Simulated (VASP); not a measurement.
## Cd3Te5: single point with PBE

Cd3Te5:

```
CELL_PARAMETERS angstrom
6.79643 0.00000 0.00000
0.00000 6.79643 0.00000
0.00000 0.00000 6.79643
ATOMIC_POSITIONS crystal
Cd 0.50000 0.00000 0.50000
Cd 0.50000 0.50000 0.00000
Cd 0.00000 0.50000 0.50000
Te 0.00000 0.00000 0.00000
Te 0.26696 0.73304 0.73304
Te 0.73304 0.73304 0.26696
Te 0.73304 0.26696 0.73304
Te 0.26696 0.26696 0.26696
```

```
Program                : VASP 6.6.1
Task                   : single point
Functional             : PBE
Potentials or basis    : VASP PAW PBE potentials, release 64 (Cd, Te)
Cutoff                 : 520 eV
k mesh                 : 6 × 6 × 6
Occupations            : gaussian, width 0.1 eV
Spin                   : no spin polarisation
Dipole correction      : no
Further INCAR settings : ALGO = Normal; EDIFF = 1e-06; NBANDS = 43
```

```yaml
Pressure: 0.1 GPa
Largest_force: 0.014 eV/Å
Band_gap_on_the_k_mesh: zero (band 33 reaches 3.01 eV, above the bottom of band 34 at 2.85 eV)
```

Forces on the atoms (eV/Å):
```
Cd   0.000  0.000  0.000
Cd   0.000  0.000  0.000
Cd   0.000  0.000  0.000
Te   0.000  0.000  0.000
Te  -0.008  0.008  0.008
Te   0.008  0.008 -0.008
Te   0.008 -0.008  0.008
Te  -0.008 -0.008 -0.008
```

Levels at points of the mesh, in eV from the Fermi level:
```
           k point  band 30  band 31  band 32  band 33  band 34  band 35  band 36  band 37
(0.00, 0.00, 0.00)    -1.62    -1.62    -1.62    -0.22    -0.13    -0.13    -0.13     1.63
(0.50, 0.00, 0.00)    -2.28    -2.28    -1.11    -0.58     0.62     0.62     1.27     2.12
(0.50, 0.50, 0.00)    -2.19    -1.86    -1.18    -0.57     0.61     0.61     1.56     1.56
(0.50, 0.50, 0.50)    -1.83    -1.83    -1.83    -0.13    -0.13    -0.13     1.11     1.11
```

It took 3.1 min on 1 thread of Intel(R) Xeon(R) 6975P-C (Granite Rapids) (shared host), peak memory 0.52 GiB.

Caveat: spin-orbit coupling is left out, which moves the levels of the heavy elements.
